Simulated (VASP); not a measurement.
# Au (Cmcm) in VASP: a series of runs

Runs on Au. Level: r2SCAN. Tasks: single point.

Everything below comes from runs of VASP 6.6.1. Logs are shortened: lines on timing, memory, paths and dates and some standing lists are left out, and cuts for length are marked.

**1. The cell of the first run**

Symmetry: Cmcm, No. 63, orthorhombic system. The conventional cell has a = 4.632 Å, b = 3.275 Å, c = 4.632 Å, α = 90.00°, β = 90.00°, γ = 90.00°. Within 3.5 Å of Au (site symmetry m2m) lie 14 Au at 2.67 to 3.29 Å.

**2. Single point, r2SCAN (atoms displaced along a vibrational mode)**

Contents of POSCAR:

```
Au
1.0
   -1.6376879824      1.6376879824      1.6376879824
    1.6376879824     -1.6376879824      1.6376879824
    3.2753759647      3.2753759647      0.0000000000
Au
2
Direct
    0.0457962694      0.0457962694      0.0000000000
    0.4542037306      0.4542037306      0.5000000000
```

Contents of INCAR.step1:

```
PREC     = Accurate       # precision mode
ENCUT    = 520            # plane-wave cutoff, eV
ISMEAR   = 0              # smearing method
SIGMA    = 0.15           # smearing width, eV
LREAL    = F              # projectors in reciprocal space
LASPH    = T              # aspherical terms in the spheres
NELM     = 100            # most SCF steps
NBANDS   = 18             # bands
GGA      = PE             # functional
ALGO     = Normal         # electronic algorithm
EDIFF    = 1E-4           # SCF threshold, eV
LWAVE    = T              # write WAVECAR
LCHARG   = F              # write CHGCAR
```

Contents of INCAR.step2:

```
PREC     = Accurate       # precision mode
ENCUT    = 520            # plane-wave cutoff, eV
EDIFF    = 1E-6           # SCF threshold, eV
ISMEAR   = 0              # smearing method
SIGMA    = 0.15           # smearing width, eV
LREAL    = F              # projectors in reciprocal space
LASPH    = T              # aspherical terms in the spheres
NELM     = 100            # most SCF steps
ALGO     = Normal         # electronic algorithm
ISIF     = 2              # what is computed and relaxed
LWAVE    = F              # write WAVECAR
LCHARG   = F              # write CHGCAR
METAGGA  = R2SCAN         # meta-GGA
LMIXTAU  = T            
NBANDS   = 18             # bands
ISTART   = 1
```

Contents of KPOINTS:

```
regular mesh
0
Gamma
  22 22 14
```

Potentials or basis: VASP PAW PBE potentials, release 64 (Au).

Run with:

```console
$ cat potpaw_PBE.64/Au/POTCAR > POTCAR
$ cp INCAR.step1 INCAR
$ mpirun -np 1 vasp_std > vasp.out
$ cp INCAR.step2 INCAR
$ mpirun -np 1 vasp_std > vasp.out
```

OUTCAR:

```text
PREC = Accurate
   ENCUT = 520
   EDIFF = 1E-6
   ISMEAR = 0
   LREAL = F
   LASPH = T
   NELM = 100
   ISIF = 2
   METAGGA = R2SCAN
   ISTART = 1

 ion  position               nearest neighbor table
   1  0.046  0.046  0.000-   2 2.67   2 2.67   2 3.02   2 3.02   2 3.29   2 3.29   2 3.29   2 3.29

   2  0.454  0.454  0.500-   1 2.67   1 2.67   1 3.02   1 3.02   1 3.29   1 3.29   1 3.29   1 3.29

  LATTYP: Found a base centered orthorhombic cell.
 ALAT       =     3.2753759648
 B/A-ratio  =     1.4142135624
 C/A-ratio  =     1.4142135623

  Lattice vectors:

 A1 = (  -1.6376879824,   1.6376879824,   1.6376879824)
 A2 = (   1.6376879824,  -1.6376879824,   1.6376879824)
 A3 = (   3.2753759647,   3.2753759647,   0.0000000000)

Analysis of symmetry for initial positions (statically):
=====================================================================
 Subroutine PRICEL returns:
 Original cell was already a primitive cell.

 Routine SETGRP: Setting up the symmetry group for a
 base centered orthorhombic supercell.

 Subroutine GETGRP returns: Found  8 space group operations
 (whereof  4 operations were pure point group operations)
 out of a pool of  8 trial point group operations.

The static configuration has the point symmetry C_2v.
 The point group associated with its full space group is D_2h.

Analysis of symmetry for dynamics (positions and initial velocities):
=====================================================================
 Subroutine PRICEL returns:
 Original cell was already a primitive cell.

 Routine SETGRP: Setting up the symmetry group for a
 base centered orthorhombic supercell.

 Subroutine GETGRP returns: Found  8 space group operations
 (whereof  4 operations were pure point group operations)
 out of a pool of  8 trial point group operations.

The dynamic configuration has the point symmetry C_2v.
 The point group associated with its full space group is D_2h.

 Subroutine INISYM returns: Found  8 space group operations
 (whereof  4 operations are pure point group operations),
 and found     1 'primitive' translations

----------------------------------------------------------------------------------------

                                     Primitive cell

  volume of cell :      35.1385

  direct lattice vectors                    reciprocal lattice vectors
    -1.637687982  1.637687982  1.637687982    -0.152654231  0.152654231  0.305308463
     1.637687982 -1.637687982  1.637687982     0.152654231 -0.152654231  0.305308463
     3.275375965  3.275375965  0.000000000     0.152654231  0.152654231  0.000000000

  length of vectors
     2.836558792  2.836558792  4.632081111     0.373924974  0.373924974  0.215885684

  position of ions in fractional coordinates (direct lattice)
     0.045796269  0.045796269  0.000000000
     0.454203731  0.454203731  0.500000000

  ion indices of the primitive-cell ions
   primitive index   ion index
                 1           1
                 2           2

----------------------------------------------------------------------------------------

 KPOINTS: regular mesh

Automatic generation of k-mesh.
 Grid dimensions read from file:
 generate k-points for:   22   22   14

 Generating k-lattice:

  Cartesian coordinates                     Fractional coordinates (reciprocal lattice)
    -0.006938829  0.006938829  0.013877657     0.045454545  0.000000000  0.000000000
     0.006938829 -0.006938829  0.013877657     0.000000000  0.045454545  0.000000000
     0.010903874  0.010903874  0.000000000     0.000000000  0.000000000  0.071428571

  Length of vectors
     0.016996590  0.016996590  0.015420406

  Shift w.r.t. Gamma in fractional coordinates (k-lattice)
     0.000000000  0.000000000  0.000000000

 Subroutine IBZKPT returns following result:
 ===========================================

 Found   1064 irreducible k-points:

 Following reciprocal coordinates:
            Coordinates               Weight
  0.000000  0.000000  0.000000      1.000000
  0.045455  0.000000  0.000000      4.000000
  0.090909  0.000000  0.000000      4.000000
  0.136364  0.000000  0.000000      4.000000
  0.181818  0.000000  0.000000      4.000000
  0.227273  0.000000  0.000000      4.000000
[... 16 lines left out ...]
  0.500000  0.045455  0.000000      4.000000
 -0.454545  0.045455  0.000000      4.000000
 [... further k-points ...]
   k-points           NKPTS =   1064   k-points in BZ     NKDIM =   1064   number of bands    NBANDS=     18
   number of dos      NEDOS =    301   number of ions     NIONS =      2
   total plane-waves  NPLWV =  20736
   dimension x,y,z NGX =    24 NGY =   24 NGZ =   36
   dimension x,y,z NGXF=    48 NGYF=   48 NGZF=   72
   ions per type =               2
   NGX,Y,Z   is equivalent  to a cutoff of  14.07, 14.07, 12.92 a.u.
   NGXF,Y,Z  is equivalent  to a cutoff of  28.13, 28.13, 25.84 a.u.
 SYSTEM =  unknown system
   PREC   = accura    normal or accurate (medium, high low for compatibility)
   ISTART =      1    job   : 0-new  1-cont  2-samecut
   ICHARG =      0    charge: 1-file 2-atom 10-const
   ISPIN  =      1    spin polarized calculation?
   LNONCOLLINEAR =      F non collinear calculations
   LSORBIT =      F    spin-orbit coupling
   LASPH  =      T    aspherical Exc in radial PAW
   ENCUT  =  520.0 eV  38.22 Ry    6.18 a.u.   5.27  5.27  8.61*2*pi/ulx,y,z
   NELM   =    100;   NELMIN=  2; NELMDL=  0     # of ELM steps
   EDIFF  = 0.1E-05   stopping-criterion for ELM
   LREAL  =      F    real-space projection
   EDIFFG = 0.1E-04   stopping-criterion for IOM
   NSW    =      0    number of steps for IOM
   IBRION =     -1    ionic relax: 0-MD 1-quasi-New 2-CG
   NFREE  =      0    steps in history (QN), initial steepest desc. (CG)
   ISIF   =      2    stress and relaxation
   ISYM   =      2    0-nonsym 1-usesym 2-fastsym
   POTIM  = 0.5000    time-step for ionic-motion
   TEBEG  =    0.0;   TEEND  =   0.0 temperature during run
   PSTRESS=    0.0 pullay stress
   NELECT =      22.0000    total number of electrons
   NUPDOWN=      -1.0000    fix difference up-down
   EMIN   =  10.00;   EMAX   =-10.00  energy-range for DOS
   EFERMI =   0.00;   METHOD = LEGACY
   ISMEAR =     0;   SIGMA  =   0.15  broadening in eV -4-tet -1-fermi 0-gaus
   EFERMI_NEDOS =   21; number of points for ismear=-14 and -15
   IALGO  =     38    algorithm
   IMIX   =      4    mixing-type and parameters
     AMIX     =   0.40;   BMIX     =  1.00
     AMIX_MAG =   1.60;   BMIX_MAG =  1.00
  volume/ion in A,a.u.               =      17.57       118.56
  Fermi-wavevector in a.u.,A,eV,Ry     =   1.400515  2.646590 26.687059  1.961443
  Thomas-Fermi vector in A             =   2.523468
   LORBIT       =      0    0 simple, 1 ext, 2 COOP (PROOUT), +10 PAW based schemes
   METAGGA = R2SCAN    functional components
   LHFCALC =     F    Hartree Fock is set to
   AEXX    =    0.0000 exact exchange contribution
   IVDW    =     0    specifies the selected vdW correction
   LEPSILON=     F    determine dielectric tensor
   LRPA    =     F    only Hartree local field effects (RPA)
 non-spin polarized calculation
 Gauss-broadening in eV      SIGMA  =   0.15
  energy-cutoff  :      520.00
  volume of cell :       35.14
 maximum number of plane-waves:       966
 NGX is ok and might be reduce to    24
   NGX = 11   NGY = 11   NGZ = 17

 number of electron      21.9999997 magnetization

 Free energy of the ion-electron system (eV)
  ---------------------------------------------------
  ext. energy  EPLUGINS =         0.00000000
  ---------------------------------------------------
  free energy    TOTEN  =      -101.03455041 eV

  energy without entropy =     -101.02858702  energy(sigma->0) =     -101.03156871

 E-fermi :   8.8626     XC(G=0): -13.3928

 val. band max:        8.8572202243   @ k =   0.5000   0.0455   0.5000
 cond. band min:       8.8626128889   @ k =   0.0909   0.0455   0.1429
 fundamental gap:      0.0053926646
 Fermi energy:         8.8625984150

 k-point     1 :       0.0000    0.0000    0.0000
  band No.  band energies     occupation
      1      -0.9110      2.00000
      2       1.6613      2.00000
      3       2.8668      2.00000
      4       3.6607      2.00000
      5       3.7687      2.00000
      6       3.9731      2.00000
[... 10 lines left out ...]
     17      26.6140      0.00000
     18      26.7088      0.00000

 k-point     2 :       0.0455    0.0000    0.0000
  band No.  band energies     occupation
      1      -0.8535      2.00000
      2       1.7060      2.00000
      3       2.8811      2.00000
      4       3.6696      2.00000
      5       3.7909      2.00000
      6       3.9673      2.00000
[... 10 lines left out ...]
     17      26.6613      0.00000
     18      26.6789      0.00000

 k-point     3 :       0.0909    0.0000    0.0000
  band No.  band energies     occupation
      1      -0.6830      2.00000
      2       1.8340      2.00000
      3       2.9235      2.00000
      4       3.6567      2.00000
      5       3.8980      2.00000
      6       3.9491      2.00000
[... 10 lines left out ...]
     17      26.5179      0.00000
     18      26.8414      0.00000

 k-point     4 :       0.1364    0.0000    0.0000
  band No.  band energies     occupation
      1      -0.4067      2.00000
      2       2.0253      2.00000
      3       2.9948      2.00000
      4       3.6101      2.00000
      5       3.9150      2.00000
      6       4.1046      2.00000
[... 375 lines left out ...]
      4       3.4977      2.00000
      5       3.5559      2.00000
      6       4.4793      2.00000
[... 10 lines left out ...]
     17      22.2033      0.00000
     18      25.2162      0.00000

 k-point    23 :       0.5000    0.0455    0.0000
  band No.  band energies     occupation
      1       2.2616      2.00000
      2       2.6531      2.00000
      3       2.9850      2.00000
      4       3.4382      2.00000
      5       3.5269      2.00000
      6       4.4318      2.00000
[... 10 lines left out ...]
     17      22.3842      0.00000
     18      25.1365      0.00000

 k-point    24 :      -0.4545    0.0455    0.0000
  band No.  band energies     occupation
      1       2.2217      2.00000
      2       2.6719      2.00000
      3       3.0138      2.00000
      4       3.3248      2.00000
      5       3.5353      2.00000
      6       4.2871      2.00000
[... 10 lines left out ...]
     17      22.6945      0.00000
     18      25.2245      0.00000

 [... further k-points ...]
[... 5 lines left out ...]
  --------------------------------------------------------------------------------------
  -------------------------------------------------------------------------------------
  Total        0.9243211      0.9243211      0.4076966      0.9171715      0.0000000      0.0000000
  in kB       42.1453798     42.1453798     18.5893516     41.8193849      0.0000000      0.0000000
  external PRESSURE =      34.2933704 kB  Pullay stress =       0.0000000 kB

 VOLUME and BASIS-vectors are now :
 -----------------------------------------------------------------------------
  energy-cutoff  :      520.00
  volume of cell :       35.14
      direct lattice vectors                 reciprocal lattice vectors
    -1.637687982  1.637687982  1.637687982    -0.152654231  0.152654231  0.305308463
     1.637687982 -1.637687982  1.637687982     0.152654231 -0.152654231  0.305308463
     3.275375965  3.275375965  0.000000000     0.152654231  0.152654231  0.000000000

 POSITION                                       TOTAL-FORCE (eV/Angst)
 -----------------------------------------------------------------------------------
      0.00000      0.00000      0.15000        -0.000000     -0.000000     -0.790316
      1.63769      1.63769      1.48769         0.000000      0.000000      0.790316
 -----------------------------------------------------------------------------------
    total drift:                               -0.000000     -0.000000      0.000000

  FREE ENERGIE OF THE ION-ELECTRON SYSTEM (eV)
  ---------------------------------------------------
  free  energy   TOTEN  =      -101.0345504131 eV

  energy  without entropy=     -101.0285870167  energy(sigma->0) =     -101.03156871
```

Wall time 57 min (1 thread of Oxide Virtual Turin-like, shared host); peak memory 0.58 GiB.

Results:

```
Free energy            : -101.0346 eV
Pressure               : 3.4 GPa
Largest force          : 0.790 eV/Å
Band gap on the k mesh : zero (bands 11 and 12 overlap by 6.86 eV)
```

Forces in eV/Å, atoms in the order of the input:
```
Au   0.000  0.000 -0.790
Au   0.000  0.000  0.790
```

Caveat: the cell differs from its parent crystal (atoms displaced along a vibrational mode); the cell stands under pressure; the PAW data sets were made with another functional, which shifts forces and pressure a little; spin-orbit coupling is left out, which moves the levels of the heavy elements.

**3. Single point, r2SCAN (atoms displaced along a vibrational mode)**

Contents of POSCAR:

```
Au
1.0
   -1.6376879824      1.6376879824      1.6376879824
    1.6376879824     -1.6376879824      1.6376879824
    3.2753759647      3.2753759647      0.0000000000
Au
2
Direct
    0.0915925388      0.0915925388      0.0000000000
    0.4084074612      0.4084074612      0.5000000000
```

Contents of INCAR.step1:

```
PREC = Accurate ; ENCUT = 520
ISMEAR = 0 ; SIGMA = 0.15
LREAL = F ; LASPH = T
NELM = 100 ; NBANDS = 18
GGA = PE ; ALGO = Normal
EDIFF = 1E-4 ; LWAVE = T
LCHARG = F
```

Contents of INCAR.step2:

```
PREC = Accurate ; ENCUT = 520
EDIFF = 1E-7 ; ISMEAR = 0
SIGMA = 0.15 ; LREAL = F
LASPH = T ; NELM = 100
ALGO = Normal ; ISIF = 2
LWAVE = F ; LCHARG = F
METAGGA = R2SCAN ; LMIXTAU = T
NBANDS = 18 ; ISTART = 1
```

Contents of KPOINTS:

```
Automatic mesh
0
Gamma
  22 22 14
```

Potentials or basis: VASP PAW PBE potentials, release 64 (Au).

Run with:

```console
$ cat potpaw_PBE.64/Au/POTCAR > POTCAR
$ cp INCAR.step1 INCAR
$ mpirun -np 1 vasp_std > vasp.out
$ cp INCAR.step2 INCAR
$ mpirun -np 1 vasp_std > vasp.out
```

Wall time 64 min (1 thread of Oxide Virtual Turin-like, shared host); peak memory 0.59 GiB.

It converged, with:

```
Free energy            : -100.6837 eV
Pressure               : 11.4 GPa
Largest force          : 1.525 eV/Å
Band gap on the k mesh : zero (bands 11 and 12 overlap by 6.24 eV)
```

Forces on the atoms (eV/Å):
```
Au   0.000  0.000 -1.525
Au   0.000  0.000  1.525
```

Stress tensor (GPa, compression positive):
```
15.05 15.52  0.00
15.52 15.05  0.00
 0.00  0.00  4.22
```

Levels at points of the mesh, in eV from the Fermi level:
| k point | band 7 | band 8 | band 9 | band 10 | band 11 | band 12 | band 13 | band 14 | band 15 | band 16 |
| --- | --- | --- | --- | --- | --- | --- | --- | --- | --- | --- |
| (0.00, 0.00, 0.00) | -3.65 | -3.34 | -3.26 | -2.63 | -2.60 | -0.23 | 3.96 | 14.41 | 16.24 | 16.26 |
| (0.50, 0.00, 0.00) | -3.78 | -2.81 | -2.68 | -2.53 | -0.09 | 0.99 | 5.78 | 7.24 | 8.29 | 12.25 |
| (0.50, 0.50, 0.00) | -2.75 | -1.88 | -1.65 | -1.59 | -0.32 | 3.39 | 6.63 | 6.77 | 8.53 | 8.98 |
| (0.00, 0.00, 0.50) | -3.50 | -3.50 | -2.93 | -2.93 | -2.37 | -2.37 | 12.46 | 12.46 | 14.57 | 14.57 |
| (0.50, 0.00, 0.50) | -2.84 | -2.84 | -1.93 | -1.93 | 0.33 | 0.33 | 3.19 | 3.19 | 13.64 | 13.64 |
| (0.50, 0.50, 0.50) | -2.15 | -2.15 | -1.74 | -1.74 | 3.68 | 3.68 | 3.91 | 3.91 | 8.77 | 8.77 |

Caveat: the cell differs from its parent crystal (atoms displaced along a vibrational mode); the stress differs along the axes, from 4 to 15 GPa; the PAW data sets were made with another functional, which shifts forces and pressure a little; spin-orbit coupling is left out, which moves the levels of the heavy elements.

[end of part 1 of 2]
